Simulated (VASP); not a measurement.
# Cu (I4/mmm) in VASP: further runs, part 2 of 2

VASP 6.6.1.

**3. Single point, LDA**

The input, INCAR:

```
PREC = Accurate
ENCUT = 520
EDIFF = 1E-6
ISMEAR = 0
SIGMA = 0.2
LREAL = F
LASPH = T
NELM = 60
ALGO = Normal
ISIF = 2
LWAVE = F
LCHARG = F
GGA = CA
NBANDS = 12
```

The input, KPOINTS:

```
Automatic mesh
0
Gamma
  14 14 13
```

The input, POSCAR:

```
Cu
1.0
   -1.4427930000      1.4427930000      1.3760810000
    1.4427930000     -1.4427930000      1.3760810000
    1.4427930000      1.4427930000     -1.3760810000
Cu
1
Direct
    0.0000000000      0.0000000000      0.0000000000
```

Potentials or basis: VASP PAW LDA potentials, release 64 (Cu).

Launch:

```
$ cat potpaw_LDA.64/Cu/POTCAR > POTCAR
$ mpirun -np 1 vasp_std > vasp.out
```

OUTCAR:

```text
PREC = Accurate
   ENCUT = 520
   EDIFF = 1E-6
   ISMEAR = 0
   LREAL = F
   LASPH = T
   NELM = 60
   ISIF = 2
   GGA = CA

 ion  position               nearest neighbor table
   1  0.000  0.000  0.000-

  LATTYP: Found a body centered tetragonal cell.
 ALAT       =     2.8855860000
 C/A-ratio  =     0.9537619049

  Lattice vectors:

 A1 = (  -1.4427930000,   1.4427930000,   1.3760810000)
 A2 = (   1.4427930000,  -1.4427930000,   1.3760810000)
 A3 = (   1.4427930000,   1.4427930000,  -1.3760810000)

Analysis of symmetry for initial positions (statically):
=====================================================================
 Subroutine PRICEL returns:
 Original cell was already a primitive cell.

 Routine SETGRP: Setting up the symmetry group for a
 body centered tetragonal supercell.

 Subroutine GETGRP returns: Found 16 space group operations
 (whereof 16 operations were pure point group operations)
 out of a pool of 16 trial point group operations.

The static configuration has the point symmetry D_4h.

Analysis of symmetry for dynamics (positions and initial velocities):
=====================================================================
 Subroutine PRICEL returns:
 Original cell was already a primitive cell.

 Routine SETGRP: Setting up the symmetry group for a
 body centered tetragonal supercell.

 Subroutine GETGRP returns: Found 16 space group operations
 (whereof 16 operations were pure point group operations)
 out of a pool of 16 trial point group operations.

The dynamic configuration has the point symmetry D_4h.

 Subroutine INISYM returns: Found 16 space group operations
 (whereof 16 operations are pure point group operations),
 and found     1 'primitive' translations

----------------------------------------------------------------------------------------

                                     Primitive cell
[... 136 lines left out ...]
   GGA     = CA    functional components
   LHFCALC =     F    Hartree Fock is set to
   AEXX    =    0.0000 exact exchange contribution
   IVDW    =     0    specifies the selected vdW correction
   LEPSILON=     F    determine dielectric tensor
   LRPA    =     F    only Hartree local field effects (RPA)
 non-spin polarized calculation
 Gauss-broadening in eV      SIGMA  =   0.20
  energy-cutoff  :      520.00
  volume of cell :       11.46
 maximum number of plane-waves:       325
   NGX =  9   NGY =  9   NGZ =  9

 number of electron      10.9999998 magnetization

 Free energy of the ion-electron system (eV)
  ---------------------------------------------------
  ext. energy  EPLUGINS =         0.00000000
  ---------------------------------------------------
  free energy    TOTEN  =        -4.65967504 eV

  energy without entropy =       -4.65248176  energy(sigma->0) =       -4.65607840

 E-fermi :   7.7368     XC(G=0): -13.2821

 val. band max:        7.7316277641   @ k =   0.5000   0.1429   0.2308
 cond. band min:       7.7425227214   @ k =   0.5000   0.1429   0.0769
 fundamental gap:      0.0108949573
 Fermi energy:         7.7367646187

 k-point     1 :       0.0000    0.0000    0.0000
  band No.  band energies     occupation
      1      -1.8513      2.00000
      2       4.3458      2.00000
      3       4.5428      2.00000
      4       4.5428      2.00000
      5       5.4322      2.00000
      6       5.6448      2.00000
      7      32.6571      0.00000
      8      32.6571      0.00000
      9      33.9137      0.00000
     10      36.4410      0.00000
     11      36.4410      0.00000
     12      36.7359      0.00000
[... 331 lines left out ...]
 k-point    24 :       0.2857    0.1429    0.0000
  band No.  band energies     occupation
      1       2.4409      2.00000
      2       3.8358      2.00000
      3       4.4132      2.00000
      4       5.4085      2.00000
      5       5.8128      2.00000
      6       6.7450      2.00000
      7      16.8935      0.00000
      8      21.4691      0.00000
      9      25.6146      0.00000
     10      31.7591      0.00000
     11      35.9248      0.00000
     12      37.5523      0.00000

 [... further k-points ...]

------------------------ aborting loop because EDIFF is reached ----------------------------------------

  FORCE on cell =-STRESS in cart. coord.  units (eV):
  Direction    XX          YY          ZZ          XY          YZ          ZX
  --------------------------------------------------------------------------------------
  -------------------------------------------------------------------------------------
  Total       -0.4831313     -0.4831313     -0.5330286      0.0000000      0.0000000      0.0000000
  in kB      -67.5559721    -67.5559721    -74.5330754      0.0000000      0.0000000      0.0000000
  external PRESSURE =     -69.8816732 kB  Pullay stress =       0.0000000 kB

 VOLUME and BASIS-vectors are now :
 -----------------------------------------------------------------------------
  energy-cutoff  :      520.00
  volume of cell :       11.46
      direct lattice vectors                 reciprocal lattice vectors
    -1.442793000  1.442793000  1.376081000     0.000000000  0.346550060  0.363350704
     1.442793000 -1.442793000  1.376081000     0.346550060  0.000000000  0.363350704
     1.442793000  1.442793000 -1.376081000     0.346550060  0.346550060  0.000000000

 POSITION                                       TOTAL-FORCE (eV/Angst)
 -----------------------------------------------------------------------------------
      0.00000      0.00000      0.00000         0.000000     -0.000000     -0.000000
 -----------------------------------------------------------------------------------
    total drift:                                0.000000     -0.000000      0.000000

  FREE ENERGIE OF THE ION-ELECTRON SYSTEM (eV)
  ---------------------------------------------------
  free  energy   TOTEN  =        -4.6596750415 eV

  energy  without entropy=       -4.6524817634  energy(sigma->0) =       -4.65607840
```

OSZICAR:

```text
N       E                     dE             d eps       ncg     rms          rms(c)
DAV:   1     0.412314850868E+02    0.41231E+02   -0.53894E+03 18524   0.157E+03
DAV:   2    -0.430254271280E+01   -0.45534E+02   -0.42092E+02 17028   0.205E+02
DAV:   3    -0.564481372997E+01   -0.13423E+01   -0.13302E+01 18992   0.403E+01
DAV:   4    -0.565334127539E+01   -0.85275E-02   -0.85263E-02 18696   0.284E+00
DAV:   5    -0.565342652353E+01   -0.85248E-04   -0.85247E-04 19148   0.288E-01    0.789E+00
DAV:   6    -0.505737360297E+01    0.59605E+00   -0.14936E+01 19248   0.761E+01    0.396E+00
DAV:   7    -0.467647259788E+01    0.38090E+00   -0.23639E+00 19396   0.303E+01    0.636E-01
DAV:   8    -0.466087569341E+01    0.15597E-01   -0.72213E-03 20712   0.939E-01    0.247E-01
DAV:   9    -0.465966277473E+01    0.12129E-02   -0.55445E-03 21168   0.127E+00    0.152E-02
DAV:  10    -0.465967317746E+01   -0.10403E-04   -0.26277E-05 20588   0.769E-02    0.487E-03
DAV:  11    -0.465967503806E+01   -0.18606E-05   -0.52973E-07 13420   0.129E-02    0.388E-04
DAV:  12    -0.465967504148E+01   -0.34192E-08   -0.52907E-08  9112   0.239E-03
   1 F= -.46596750E+01 E0= -.46560784E+01  d E =-.719328E-02
```

stdout:

```text
POSCAR found type information on POSCAR Cu
 POSCAR found :  1 types and       1 ions
 scaLAPACK will be used
 LDA part: xc-table for (Slater(with rela. corr.)+CA(PZ))
 , standard interpolation
 -----------------------------------------------------------------------------
|                                                                             |
|           W    W    AA    RRRRR   N    N  II  N    N   GGGG   !!!           |
|           W    W   A  A   R    R  NN   N  II  NN   N  G    G  !!!           |
|           W    W  A    A  R    R  N N  N  II  N N  N  G       !!!           |
|           W WW W  AAAAAA  RRRRR   N  N N  II  N  N N  G  GGG   !            |
|           WW  WW  A    A  R   R   N   NN  II  N   NN  G    G                |
|           W    W  A    A  R    R  N    N  II  N    N   GGGG   !!!           |
|                                                                             |
|     Your reciprocal lattice and k-lattice belong to different lattice       |
|     classes:                                                                |
|                                                                             |
|        The reciprocal lattice is body-centered tetragonal,                  |
|        whereas your k-lattice is base-centered monoclinic.                  |
|                                                                             |
|     Results are often still useful ...                                      |
|                                                                             |
 -----------------------------------------------------------------------------

 POSCAR, INCAR and KPOINTS ok, starting setup
 FFT: planning ... GRIDC
 FFT: planning ... GRID_SOFT
 FFT: planning ... GRID
 WAVECAR not read
 entering main loop
```

Wall time 94 s (1 thread of AMD EPYC 7R13, shared host); peak memory 0.16 GiB.

Results:

| Item | Value |
| --- | --- |
| Free energy | -4.6597 eV |
| Pressure | -7.0 GPa |

Stress tensor (GPa, compression positive):
```
-6.76  0.00  0.00
 0.00 -6.76  0.00
 0.00  0.00 -7.45
```

**4. Single point, LDA**

The input, INCAR:

```
ALGO     = Normal         # electronic algorithm
EDIFF    = 1E-6           # SCF threshold, eV
ENCUT    = 520            # plane-wave cutoff, eV
GGA      = CA             # functional
ISIF     = 2              # what is computed and relaxed
ISMEAR   = 0              # smearing method
LASPH    = T              # aspherical terms in the spheres
LCHARG   = F              # write CHGCAR
LREAL    = F              # projectors in reciprocal space
LWAVE    = F              # write WAVECAR
NBANDS   = 12             # bands
NELM     = 60             # most SCF steps
PREC     = Accurate       # precision mode
SIGMA    = 0.1            # smearing width, eV
```

The input, KPOINTS:

```
k-points
0
Gamma
  14 14 13
```

POSCAR is that of step 3.

Launch:

```
$ cat potpaw_LDA.64/Cu/POTCAR > POTCAR
$ mpirun -np 1 vasp_std > vasp.out
```

It took 95 s on 1 thread of AMD EPYC 7R13, shared host; peak memory 0.16 GiB.

Results (log left out):

```
Free energy : -4.6568 eV
Pressure    : -7.0 GPa
```

Stress tensor (GPa, compression positive):
```
-6.82  0.00  0.00
 0.00 -6.82  0.00
 0.00  0.00 -7.49
```

Levels at points of the mesh, in eV from the Fermi level:
```csv
k point,band 3,band 4,band 5,band 6,band 7,band 8
"(0.00, 0.00, 0.00)",-3.19,-3.19,-2.30,-2.09,24.92,24.92
"(0.50, 0.00, 0.00)",-2.22,-1.99,-1.42,-0.53,4.66,17.32
"(0.50, 0.50, 0.00)",-2.38,-2.13,-1.45,-0.89,4.13,18.62
```

**5. Single point, LDA**

The input, INCAR:

```
SYSTEM = Cu
PREC = Accurate ; ENCUT = 520
EDIFF = 1E-7 ; ISMEAR = 0
SIGMA = 0.05 ; LREAL = .False.
LASPH = .True. ; NELM = 60
ALGO = Normal ; ISIF = 2
LWAVE = .False. ; LCHARG = .False.
GGA = CA ; NBANDS = 12
```

The input, KPOINTS:

```
regular mesh
0
Gamma
  14 14 13
  0 0 0
```

POSCAR is that of step 4.

Launch:

```
$ cat potpaw_LDA.64/Cu/POTCAR > POTCAR
$ mpirun -np 1 vasp_std > vasp.out
```

It took 85 s on 1 thread of AMD EPYC 7R13, shared host; peak memory 0.16 GiB.

Results (log left out):

```yaml
Free_energy: -4.6560 eV
Pressure: -7.1 GPa
```

Stress tensor (GPa, compression positive):
```
-6.83  0.00  0.00
 0.00 -6.83  0.00
 0.00  0.00 -7.51
```

Levels at points of the mesh, in eV from the Fermi level:
```
           k point  band 2  band 3  band 4  band 5  band 6  band 7  band 8  band 9
(0.00, 0.00, 0.00)   -3.39   -3.19   -3.19   -2.31   -2.09   24.92   24.92   26.18
(0.50, 0.00, 0.00)   -4.09   -2.22   -2.00   -1.42   -0.53    4.66   17.32   17.35
(0.50, 0.50, 0.00)   -3.85   -2.38   -2.13   -1.45   -0.89    4.13   18.61   18.73
```

**6. The runs side by side**

```tsv
smearing	gap on the mesh (eV)	pressure (GPa)
gaussian 0.3 eV	none	-6.9
gaussian 0.2 eV	none	-7.0
gaussian 0.1 eV	none	-7.0
gaussian 0.05 eV	none	-7.1
```

Alike in all rows: task single point; level LDA; potentials or basis VASP PAW LDA potentials, release 64 (Cu); no spin polarisation; cell as given; k mesh 14 × 14 × 13; cutoff (eV) 520.

Every run on the cell as given and a fine mesh finds a metal.

Total energies depend on the potentials used, so only differences within one code and one set of settings carry meaning.
